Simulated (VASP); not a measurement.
# KCl (Pm-3m) in VASP: further runs, part 2 of 2

VASP 6.6.1. The steps go on from the part before.

### Step 3. Electric field gradients, PBEsol (volume scaled by 0.96)

File INCAR:

```
SYSTEM = KCl
PREC = Accurate
ENCUT = 520
EDIFF = 1E-8
ISMEAR = -1
SIGMA = 0.01
LREAL = .False.
LASPH = .True.
NELM = 80
ALGO = Normal
ISIF = 2
LWAVE = .False.
LCHARG = .False.
GGA = PS
LEFG = .True.
NBANDS = 15
```

File KPOINTS:

```
Automatic mesh
0
Gamma
  7 7 7
  0 0 0
```

File POSCAR:

```
KCl
1.0
    3.5848858712      0.0000000000      0.0000000000
    0.0000000000      3.5848858712      0.0000000000
    0.0000000000      0.0000000000      3.5848858712
K Cl
1 1
Direct
    0.0000000000      0.0000000000      0.0000000000
    0.5000000000      0.5000000000      0.5000000000
```

Potentials or basis: VASP PAW PBE potentials, release 64 (K_sv, Cl).

Command:

```
$ cat potpaw_PBE.64/K_sv/POTCAR potpaw_PBE.64/Cl/POTCAR > POTCAR
$ mpirun -np 1 vasp_std > vasp.out
```

OUTCAR:

```text
SYSTEM = KCl
   PREC = Accurate
   ENCUT = 520
   EDIFF = 1E-8
   ISMEAR = -1
   LREAL = .False.
   LASPH = .True.
   NELM = 80
   ISIF = 2
   GGA = PS

 ion  position               nearest neighbor table
   1  0.000  0.000  0.000-   2 3.10   2 3.10   2 3.10   2 3.10   2 3.10   2 3.10   2 3.10   2 3.10

   2  0.500  0.500  0.500-   1 3.10   1 3.10   1 3.10   1 3.10   1 3.10   1 3.10   1 3.10   1 3.10

  LATTYP: Found a simple cubic cell.
 ALAT       =     3.5848858712

  Lattice vectors:

 A1 = (   3.5848858712,   0.0000000000,   0.0000000000)
 A2 = (   0.0000000000,   3.5848858712,   0.0000000000)
 A3 = (   0.0000000000,   0.0000000000,   3.5848858712)

Analysis of symmetry for initial positions (statically):
=====================================================================
 Subroutine PRICEL returns:
 Original cell was already a primitive cell.

 Routine SETGRP: Setting up the symmetry group for a
 simple cubic supercell.

 Subroutine GETGRP returns: Found 48 space group operations
 (whereof 48 operations were pure point group operations)
 out of a pool of 48 trial point group operations.

The static configuration has the point symmetry O_h .

Analysis of symmetry for dynamics (positions and initial velocities):
=====================================================================
 Subroutine PRICEL returns:
 Original cell was already a primitive cell.

 Routine SETGRP: Setting up the symmetry group for a
 simple cubic supercell.

 Subroutine GETGRP returns: Found 48 space group operations
 (whereof 48 operations were pure point group operations)
 out of a pool of 48 trial point group operations.

The dynamic configuration has the point symmetry O_h .

 Subroutine INISYM returns: Found 48 space group operations
 (whereof 48 operations are pure point group operations),
 and found     1 'primitive' translations

----------------------------------------------------------------------------------------

                                     Primitive cell

  volume of cell :      46.0708

  direct lattice vectors                    reciprocal lattice vectors
     3.584885871  0.000000000  0.000000000     0.278948908  0.000000000  0.000000000
     0.000000000  3.584885871  0.000000000     0.000000000  0.278948908  0.000000000
     0.000000000  0.000000000  3.584885871     0.000000000  0.000000000  0.278948908

  length of vectors
     3.584885871  3.584885871  3.584885871     0.278948908  0.278948908  0.278948908

  position of ions in fractional coordinates (direct lattice)
     0.000000000  0.000000000  0.000000000
     0.500000000  0.500000000  0.500000000

  ion indices of the primitive-cell ions
   primitive index   ion index
                 1           1
                 2           2

----------------------------------------------------------------------------------------

 KPOINTS: Automatic mesh

Automatic generation of k-mesh.
 Grid dimensions read from file:
 generate k-points for:    7    7    7

 Generating k-lattice:

  Cartesian coordinates                     Fractional coordinates (reciprocal lattice)
[... 77 lines left out ...]
  Fermi-wavevector in a.u.,A,eV,Ry     =   1.150728  2.174561 18.016506  1.324176
  Thomas-Fermi vector in A             =   2.287390
   LORBIT       =      0    0 simple, 1 ext, 2 COOP (PROOUT), +10 PAW based schemes
   GGA     = PS    functional components
   LHFCALC =     F    Hartree Fock is set to
   AEXX    =    0.0000 exact exchange contribution
   IVDW    =     0    specifies the selected vdW correction
   LEPSILON=     F    determine dielectric tensor
   LRPA    =     F    only Hartree local field effects (RPA)
 non-spin polarized calculation
  energy-cutoff  :      520.00
  volume of cell :       46.07
 maximum number of plane-waves:      1262
 NGX is ok and might be reduce to    28
   NGX = 13   NGY = 13   NGZ = 13

 number of electron      16.0000007 magnetization

 Free energy of the ion-electron system (eV)
  ---------------------------------------------------
  ext. energy  EPLUGINS =         0.00000000
  ---------------------------------------------------
  free energy    TOTEN  =        -6.84675362 eV

  energy without entropy =       -6.84675362  energy(sigma->0) =       -6.84675362

 E-fermi :   0.4529     XC(G=0):  -9.2255

 val. band max:        0.2137936287   @ k =   0.4286   0.4286   0.0000
 cond. band min:       5.8342199013   @ k =   0.0000   0.0000   0.0000
 fundamental gap:      5.6204262726
 Fermi energy:         0.4528620165

 k-point     1 :       0.0000    0.0000    0.0000
  band No.  band energies     occupation
      1     -27.3626      2.00000
      2     -12.7571      2.00000
      3     -10.7597      2.00000
      4     -10.7597      2.00000
      5     -10.7597      2.00000
      6       0.0066      2.00000
      7       0.0066      2.00000
      8       0.0066      2.00000
      9       5.8342      0.00000
     10       6.3852      0.00000
     11       6.3852      0.00000
     12      11.3722      0.00000
     13      11.3722      0.00000
     14      11.3722      0.00000
[... 329 lines left out ...]
      2     -12.1185      2.00000
      3     -11.0593      2.00000
      4     -11.0568      2.00000
      5     -11.0568      2.00000
      6      -1.5888      2.00000
      7      -1.5888      2.00000
      8      -1.5074      2.00000
      9       9.0200      0.00000
     10       9.3944      0.00000
     11       9.3944      0.00000
     12      11.0274      0.00000
     13      11.0550      0.00000
     14      11.0550      0.00000
     15      13.6716      0.00000

------------------------ aborting loop because EDIFF is reached ----------------------------------------

  FORCE on cell =-STRESS in cart. coord.  units (eV):
  Direction    XX          YY          ZZ          XY          YZ          ZX
  --------------------------------------------------------------------------------------
  -------------------------------------------------------------------------------------
  Total        1.1122961      1.1122961      1.1122961     -0.0000000     -0.0000000      0.0000000
  in kB       38.6816490     38.6816490     38.6816490     -0.0000000     -0.0000000      0.0000000
  external PRESSURE =      38.6816490 kB  Pullay stress =       0.0000000 kB

 VOLUME and BASIS-vectors are now :
 -----------------------------------------------------------------------------
  energy-cutoff  :      520.00
  volume of cell :       46.07
      direct lattice vectors                 reciprocal lattice vectors
     3.584885871  0.000000000  0.000000000     0.278948908  0.000000000  0.000000000
     0.000000000  3.584885871  0.000000000     0.000000000  0.278948908  0.000000000
     0.000000000  0.000000000  3.584885871     0.000000000  0.000000000  0.278948908

 POSITION                                       TOTAL-FORCE (eV/Angst)
 -----------------------------------------------------------------------------------
      0.00000      0.00000      0.00000         0.000000      0.000000      0.000000
      1.79244      1.79244      1.79244         0.000000      0.000000      0.000000
 -----------------------------------------------------------------------------------
    total drift:                               -0.000000      0.000000      0.000000

  FREE ENERGIE OF THE ION-ELECTRON SYSTEM (eV)
  ---------------------------------------------------
  free  energy   TOTEN  =        -6.8467536203 eV

  energy  without entropy=       -6.8467536203  energy(sigma->0) =       -6.84675362

 Electric field gradients (V/A^2)
---------------------------------------------------------------------
 ion       V_xx      V_yy      V_zz      V_xy      V_xz      V_yz
---------------------------------------------------------------------
   1      -0.000    -0.000    -0.000    -0.000    -0.000    -0.000
   2       0.000    -0.000     0.000    -0.000    -0.000    -0.000
---------------------------------------------------------------------

 Electric field gradients after diagonalization (V/A^2)
 (convention: |V_zz| > |V_xx| > |V_yy|)
----------------------------------------------------------------------
 ion       V_xx      V_yy      V_zz     asymmetry (V_yy - V_xx)/ V_zz
----------------------------------------------------------------------
   1      -0.000    -0.000    -0.000      -0.049
   2       0.000    -0.000     0.000      -0.554
----------------------------------------------------------------------

           NMR quadrupolar parameters

 Cq : quadrupolar parameter    Cq=e*Q*V_zz/h
 eta: asymmetry parameters     (V_yy - V_xx)/ V_zz
 Q  : nuclear electric quadrupole moment in mb (millibarn)
----------------------------------------------------------------------
 ion       Cq(MHz)       eta       Q (mb)
----------------------------------------------------------------------
   1      -0.000      -0.049       1.000
   2       0.000      -0.554       1.000
----------------------------------------------------------------------
```

OSZICAR:

```text
N       E                     dE             d eps       ncg     rms          rms(c)
DAV:   1     0.103720593415E+03    0.10372E+03   -0.75755E+03   600   0.100E+03
DAV:   2    -0.192676724151E+01   -0.10565E+03   -0.97713E+02   762   0.253E+02
DAV:   3    -0.692836551169E+01   -0.50016E+01   -0.49789E+01   846   0.483E+01
DAV:   4    -0.708872174830E+01   -0.16036E+00   -0.16034E+00   843   0.807E+00
DAV:   5    -0.708985098276E+01   -0.11292E-02   -0.11292E-02   867   0.753E-01    0.395E+00
DAV:   6    -0.687431221254E+01    0.21554E+00   -0.21003E-01   726   0.338E+00    0.330E+00
DAV:   7    -0.684598657705E+01    0.28326E-01   -0.72123E-02   796   0.203E+00    0.185E+00
DAV:   8    -0.684670944581E+01   -0.72287E-03   -0.15509E-02   782   0.993E-01    0.254E-01
DAV:   9    -0.684663037875E+01    0.79067E-04   -0.48847E-04   796   0.150E-01    0.952E-02
DAV:  10    -0.684675662242E+01   -0.12624E-03   -0.18176E-04   692   0.105E-01    0.352E-02
DAV:  11    -0.684675294067E+01    0.36817E-05   -0.12848E-05   831   0.261E-02    0.115E-02
DAV:  12    -0.684675375051E+01   -0.80984E-06   -0.72089E-07   642   0.669E-03    0.280E-03
DAV:  13    -0.684675366373E+01    0.86773E-07   -0.54287E-08   796   0.222E-03    0.390E-04
DAV:  14    -0.684675360127E+01    0.62460E-07   -0.54771E-09   580   0.668E-04    0.815E-05
DAV:  15    -0.684675361287E+01   -0.11595E-07   -0.10224E-09   468   0.214E-04    0.594E-05
DAV:  16    -0.684675362033E+01   -0.74617E-08   -0.35932E-10   377   0.120E-04
   1 F= -.68467536E+01 E0= -.68467536E+01  d E =-.722183E-12
```

Wall time 7.2 s (1 thread of Intel Xeon 6975P-C (Granite Rapids), shared host); peak memory 0.15 GiB.

Results:

| Quantity | Value |
| --- | --- |
| Free energy | -6.8468 eV |
| Pressure | 3.9 GPa |
| Band gap on the k mesh | 5.62 eV, indirect (least direct gap 5.83 eV) |

Caveat: without QUAD_EFG the Cq values of the log hold for a quadrupole moment of 1 mb, not for the nuclei; the PAW data sets were made with another functional, which shifts forces and pressure a little. A k mesh can miss the band edges.
